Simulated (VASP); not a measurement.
# Te (P6_3/mmc) in VASP: further runs

The runs below take Te through single point, with RPBE.

Program: VASP 6.6.1. These are calculated values, not measurements. Logs are shortened: lines on timing, memory, paths and dates and some standing lists are left out, and cuts for length are marked.

## (1) The cell of the first run

The structure is hexagonal, space group P6_3/mmc (No. 194). Conventional cell: a = 4.319 Å, b = 4.319 Å, c = 8.303 Å, α = 90.00°, β = 90.00°, γ = 120.00°. Within 4.3 Å of Te (site symmetry -3m) lie 8 Te at 3.24 to 4.15 Å. Within 4.3 Å of Te (site symmetry -6m2) lie 6 Te at 3.24 Å.

## (2) Single point, RPBE

File INCAR:

```
  PREC = Accurate
  ENCUT = 520
  EDIFF = 1E-7
  ISMEAR = -1
  SIGMA = 0.1
  LREAL = False
  LASPH = True
  NELM = 60
  ALGO = Normal
  ISIF = 2
  LWAVE = False
  LCHARG = False
  GGA = RP
  NBANDS = 20
```

File KPOINTS:

```
regular mesh
0
Gamma
  11 11 3
```

File POSCAR:

```
Te
1.0
    4.3191138181      0.0000000000      0.0000000000
   -2.1595569090      3.7404622883      0.0000000000
    0.0000000000      0.0000000000      8.3029099908
Te
4
Direct
    1.0000000000      1.0000000000      0.0000000000
    1.0000000000      1.0000000000      0.5000000000
    0.3333333333      0.6666666667      0.2500000000
    0.6666666667      0.3333333333      0.7500000000
```

Potentials or basis: VASP PAW PBE potentials, release 64 (Te).

Run with:

```bash
$ cat potpaw_PBE.64/Te/POTCAR > POTCAR
$ mpirun -np 1 vasp_std > vasp.out
```

OUTCAR:

```text
PREC = Accurate
   ENCUT = 520
   EDIFF = 1E-7
   ISMEAR = -1
   LREAL = False
   LASPH = True
   NELM = 60
   ISIF = 2
   GGA = RP

 ion  position               nearest neighbor table
   1  0.000  0.000  0.000-   3 3.24   4 3.24   3 3.24   4 3.24   4 3.24   3 3.24
   2  0.000  0.000  0.500-   3 3.24   4 3.24   3 3.24   4 3.24   4 3.24   3 3.24
   3  0.333  0.667  0.250-   1 3.24   2 3.24   1 3.24   2 3.24   1 3.24   2 3.24
   4  0.667  0.333  0.750-   1 3.24   2 3.24   1 3.24   2 3.24   1 3.24   2 3.24

  LATTYP: Found a hexagonal cell.
 ALAT       =     4.3191138181
 C/A-ratio  =     1.9223642489

  Lattice vectors:

 A1 = (   4.3191138181,   0.0000000000,   0.0000000000)
 A2 = (  -2.1595569090,   3.7404622883,   0.0000000000)
 A3 = (   0.0000000000,   0.0000000000,   8.3029099908)

Analysis of symmetry for initial positions (statically):
=====================================================================
 Subroutine PRICEL returns:
 Original cell was already a primitive cell.

 Routine SETGRP: Setting up the symmetry group for a
 hexagonal supercell.

 Subroutine GETGRP returns: Found 24 space group operations
 (whereof 12 operations were pure point group operations)
 out of a pool of 24 trial point group operations.

The static configuration has the point symmetry D_3d.
 The point group associated with its full space group is D_6h.

Analysis of symmetry for dynamics (positions and initial velocities):
=====================================================================
 Subroutine PRICEL returns:
 Original cell was already a primitive cell.

 Routine SETGRP: Setting up the symmetry group for a
 hexagonal supercell.

 Subroutine GETGRP returns: Found 24 space group operations
 (whereof 12 operations were pure point group operations)
 out of a pool of 24 trial point group operations.

The dynamic configuration has the point symmetry D_3d.
 The point group associated with its full space group is D_6h.

 Subroutine INISYM returns: Found 24 space group operations
 (whereof 12 operations are pure point group operations),
 and found     1 'primitive' translations

----------------------------------------------------------------------------------------

                                     Primitive cell

  volume of cell :     134.1375

  direct lattice vectors                    reciprocal lattice vectors
     4.319113818  0.000000000  0.000000000     0.231528976  0.133673317  0.000000000
    -2.159556909  3.740462288  0.000000000     0.000000000  0.267346633  0.000000000
     0.000000000  0.000000000  8.302909991     0.000000000  0.000000000  0.120439701

  length of vectors
     4.319113818  4.319113818  8.302909991     0.267346633  0.267346633  0.120439701

  position of ions in fractional coordinates (direct lattice)
     0.000000000  0.000000000  0.000000000
     0.000000000  0.000000000  0.500000000
     0.333333333  0.666666667  0.250000000
     0.666666667  0.333333333  0.750000000

  ion indices of the primitive-cell ions
   primitive index   ion index
                 1           1
                 2           2
                 3           3
                 4           4

----------------------------------------------------------------------------------------

 KPOINTS: regular mesh

Automatic generation of k-mesh.
 Grid dimensions read from file:
 generate k-points for:   11   11    3

 Generating k-lattice:

  Cartesian coordinates                     Fractional coordinates (reciprocal lattice)
     0.021048089  0.012152120  0.000000000     0.090909091 -0.000000000  0.000000000
     0.000000000  0.024304239  0.000000000     0.000000000  0.090909091  0.000000000
     0.000000000  0.000000000  0.040146567     0.000000000  0.000000000  0.333333333

  Length of vectors
     0.024304239  0.024304239  0.040146567

  Shift w.r.t. Gamma in fractional coordinates (k-lattice)
     0.000000000  0.000000000  0.000000000

 Subroutine IBZKPT returns following result:
 ===========================================

 Found     32 irreducible k-points:

 Following reciprocal coordinates:
            Coordinates               Weight
  0.000000  0.000000  0.000000      1.000000
  0.090909  0.000000  0.000000      6.000000
  0.181818  0.000000  0.000000      6.000000
  0.272727 -0.000000  0.000000      6.000000
  0.363636 -0.000000  0.000000      6.000000
  0.454545 -0.000000  0.000000      6.000000
[... 16 lines left out ...]
  0.090909  0.090909  0.333333     12.000000
  0.181818  0.090909  0.333333     24.000000
 [... further k-points ...]
   k-points           NKPTS =     32   k-points in BZ     NKDIM =     32   number of bands    NBANDS=     20
   number of dos      NEDOS =    301   number of ions     NIONS =      4
   total plane-waves  NPLWV =  65536
   dimension x,y,z NGX =    32 NGY =   32 NGZ =   64
   dimension x,y,z NGXF=    64 NGYF=   64 NGZF=  128
   ions per type =               4
   NGX,Y,Z   is equivalent  to a cutoff of  12.32, 12.32, 12.81 a.u.
   NGXF,Y,Z  is equivalent  to a cutoff of  24.63, 24.63, 25.63 a.u.
 SYSTEM =  unknown system
   PREC   = accura    normal or accurate (medium, high low for compatibility)
   ISTART =      0    job   : 0-new  1-cont  2-samecut
   ICHARG =      2    charge: 1-file 2-atom 10-const
   ISPIN  =      1    spin polarized calculation?
   LNONCOLLINEAR =      F non collinear calculations
   LSORBIT =      F    spin-orbit coupling
   LASPH  =      T    aspherical Exc in radial PAW
   ENCUT  =  520.0 eV  38.22 Ry    6.18 a.u.   8.03  8.03 15.44*2*pi/ulx,y,z
   NELM   =     60;   NELMIN=  2; NELMDL= -5     # of ELM steps
   EDIFF  = 0.1E-06   stopping-criterion for ELM
   LREAL  =      F    real-space projection
   EDIFFG = 0.1E-05   stopping-criterion for IOM
   NSW    =      0    number of steps for IOM
   IBRION =     -1    ionic relax: 0-MD 1-quasi-New 2-CG
   NFREE  =      0    steps in history (QN), initial steepest desc. (CG)
   ISIF   =      2    stress and relaxation
   ISYM   =      2    0-nonsym 1-usesym 2-fastsym
   POTIM  = 0.5000    time-step for ionic-motion
   TEBEG  =    0.0;   TEEND  =   0.0 temperature during run
   PSTRESS=    0.0 pullay stress
   NELECT =      24.0000    total number of electrons
   NUPDOWN=      -1.0000    fix difference up-down
   EMIN   =  10.00;   EMAX   =-10.00  energy-range for DOS
   EFERMI =   0.00;   METHOD = LEGACY
   ISMEAR =    -1;   SIGMA  =   0.10  broadening in eV -4-tet -1-fermi 0-gaus
   EFERMI_NEDOS =   21; number of points for ismear=-14 and -15
   IALGO  =     38    algorithm
   IMIX   =      4    mixing-type and parameters
     AMIX     =   0.40;   BMIX     =  1.00
     AMIX_MAG =   1.60;   BMIX_MAG =  1.00
  volume/ion in A,a.u.               =      33.53       226.30
  Fermi-wavevector in a.u.,A,eV,Ry     =   0.922490  1.743254 11.578400  0.850988
  Thomas-Fermi vector in A             =   2.048023
   LORBIT       =      0    0 simple, 1 ext, 2 COOP (PROOUT), +10 PAW based schemes
   GGA     = RP    functional components
   LHFCALC =     F    Hartree Fock is set to
   AEXX    =    0.0000 exact exchange contribution
   IVDW    =     0    specifies the selected vdW correction
   LEPSILON=     F    determine dielectric tensor
   LRPA    =     F    only Hartree local field effects (RPA)
 non-spin polarized calculation
  energy-cutoff  :      520.00
  volume of cell :      134.14
 maximum number of plane-waves:      3630
   NGX = 17   NGY = 17   NGZ = 31

 number of electron      23.9999998 magnetization

 Free energy of the ion-electron system (eV)
  ---------------------------------------------------
  ext. energy  EPLUGINS =         0.00000000
  ---------------------------------------------------
  free energy    TOTEN  =       -10.54170198 eV

  energy without entropy =      -10.41848497  energy(sigma->0) =      -10.48009347

 E-fermi :   6.1748     XC(G=0):  -9.0854

 val. band max:        6.1434859174   @ k =   0.4545   0.0909   0.3333
 cond. band min:       6.1874676623   @ k =   0.1818   0.0909   0.3333
 fundamental gap:      0.0439817449
 Fermi energy:         6.1747625991

 k-point     1 :       0.0000    0.0000    0.0000
  band No.  band energies     occupation
      1      -7.1801      2.00000
      2      -5.4455      2.00000
      3      -5.3458      2.00000
      4      -2.3449      2.00000
      5       2.5064      2.00000
      6       3.7695      2.00000
[... 12 lines left out ...]
     19      11.5972      0.00000
     20      11.9851      0.00000

 k-point     2 :       0.0909    0.0000    0.0000
  band No.  band energies     occupation
      1      -7.1131      2.00000
      2      -5.4030      2.00000
      3      -5.3004      2.00000
      4      -2.4593      2.00000
      5       2.5697      2.00000
      6       3.5214      2.00000
[... 12 lines left out ...]
     19      11.8103      0.00000
     20      12.1928      0.00000

 k-point     3 :       0.1818    0.0000    0.0000
  band No.  band energies     occupation
      1      -6.9149      2.00000
      2      -5.2854      2.00000
      3      -5.1725      2.00000
      4      -2.7839      2.00000
      5       2.6163      2.00000
      6       2.7070      2.00000
[... 12 lines left out ...]
     19      12.4033      0.00000
     20      12.4856      0.00000

 k-point     4 :       0.2727   -0.0000    0.0000
  band No.  band energies     occupation
      1      -6.5972      2.00000
      2      -5.1281      2.00000
      3      -4.9891      2.00000
      4      -3.2581      2.00000
      5       1.7412      2.00000
      6       2.1980      2.00000
[... 12 lines left out ...]
     19      11.9682      0.00000
     20      12.9736      0.00000

 k-point     5 :       0.3636   -0.0000    0.0000
  band No.  band energies     occupation
      1      -6.1882      2.00000
      2      -5.0117      2.00000
      3      -4.8003      2.00000
      4      -3.7637      2.00000
      5       1.0760      2.00000
      6       1.5313      2.00000
[... 12 lines left out ...]
     19      13.0004      0.00000
     20      13.3888      0.00000
[... 353 lines left out ...]
      6       1.9747      2.00000
[... 12 lines left out ...]
     19      13.3327      0.00000
     20      13.8003      0.00000

 k-point    22 :       0.4545   -0.0000    0.3333
  band No.  band energies     occupation
      1      -5.6526      2.00000
      2      -5.3269      2.00000
      3      -4.4715      2.00000
      4      -4.2083      2.00000
      5       1.1547      2.00000
      6       1.5918      2.00000
[... 12 lines left out ...]
     19      13.6241      0.00000
     20      14.4469      0.00000

 k-point    23 :       0.0909    0.0909    0.3333
  band No.  band energies     occupation
      1      -6.7796      2.00000
      2      -6.1921      2.00000
      3      -4.1419      2.00000
      4      -3.1157      2.00000
      5       2.4141      2.00000
      6       2.5599      2.00000
[... 12 lines left out ...]
     19      11.8909      0.00000
     20      12.2335      0.00000

 k-point    24 :       0.1818    0.0909    0.3333
  band No.  band energies     occupation
      1      -6.5297      2.00000
      2      -5.9732      2.00000
      3      -4.1437      2.00000
      4      -3.3644      2.00000
      5       1.8826      2.00000
      6       2.1809      2.00000
[... 12 lines left out ...]
     19      11.5016      0.00000
     20      12.4858      0.00000

 [... further k-points ...]
[... 5 lines left out ...]
  --------------------------------------------------------------------------------------
  -------------------------------------------------------------------------------------
  Total       -0.0693587     -0.0693587     -0.0764671     -0.0000000     -0.0000000      0.0000000
  in kB       -0.8284405     -0.8284405     -0.9133447     -0.0000000     -0.0000000      0.0000000
  external PRESSURE =      -0.8567419 kB  Pullay stress =       0.0000000 kB

 VOLUME and BASIS-vectors are now :
 -----------------------------------------------------------------------------
  energy-cutoff  :      520.00
  volume of cell :      134.14
      direct lattice vectors                 reciprocal lattice vectors
     4.319113818  0.000000000  0.000000000     0.231528976  0.133673317  0.000000000
    -2.159556909  3.740462288  0.000000000     0.000000000  0.267346633  0.000000000
     0.000000000  0.000000000  8.302909991     0.000000000  0.000000000  0.120439701

 POSITION                                       TOTAL-FORCE (eV/Angst)
 -----------------------------------------------------------------------------------
      0.00000      0.00000      0.00000        -0.000000      0.000000     -0.000000
      0.00000      0.00000      4.15145        -0.000000      0.000000     -0.000000
     -0.00000      2.49364      2.07573         0.000000      0.000000      0.000000
      2.15956      1.24682      6.22718        -0.000000     -0.000000     -0.000000
 -----------------------------------------------------------------------------------
    total drift:                                0.000000     -0.000000      0.000000

  FREE ENERGIE OF THE ION-ELECTRON SYSTEM (eV)
  ---------------------------------------------------
  free  energy   TOTEN  =       -10.5417019755 eV

  energy  without entropy=      -10.4184849706  energy(sigma->0) =      -10.48009347
```

Run time: 28 s. Hardware: 1 thread of Intel Xeon 6975P-C (Granite Rapids), shared host; peak memory 0.26 GiB.

What came out:

- Free energy: -10.5417 eV
- Pressure: -0.1 GPa
- Band gap on the k mesh: zero (band 12 reaches 6.60 eV, above the bottom of band 13 at 4.95 eV)

Caveat: the PAW data sets were made with another functional, which shifts forces and pressure a little; spin-orbit coupling is left out, which moves the levels of the heavy elements.

[end of part 1 of 2]
